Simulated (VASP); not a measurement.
SiC:

```xyz
2
Lattice="0.0000 2.1800 2.1800 2.1800 0.0000 2.1800 2.1800 2.1800 0.0000" Properties=species:S:1:pos:R:3 pbc="T T T"
Si    0.0000    0.0000    0.0000
C     1.0900    1.0900    1.0900
```

Base run:

* Program: VASP 6.6.1
* Functional: PBE
* Potentials or basis: VASP PAW PBE potentials, release 64 (Si, C)
* Cutoff: 600 eV
* k mesh: 8 × 8 × 8
* Occupations: gaussian, width 0.01 eV
* Spin: no spin polarisation

Its results: band gap on the k mesh 1.36 eV (least direct gap 4.54 eV); pressure 2.8 GPa.

Question: After a change of settings the same cell gave: band gap on the k mesh 1.31 eV (least direct gap 4.50 eV); pressure -4.5 GPa. Which change was it?
A. functional from PBE to PBE0; cutoff from 600 eV to 520 eV; k mesh from 8 × 8 × 8 to 6 × 6 × 6
B. functional from PBE to LDA; potentials or basis from VASP PAW PBE potentials, release 64 (Si, C) to VASP PAW LDA potentials, release 64 (Si, C)
C. functional from PBE to HSE06; cutoff from 600 eV to 520 eV; k mesh from 8 × 8 × 8 to 6 × 6 × 6
D. functional from PBE to r2SCAN; cutoff from 600 eV to 660 eV

Answer: B.

Caveats: the cell stands under tension (at least some runs).
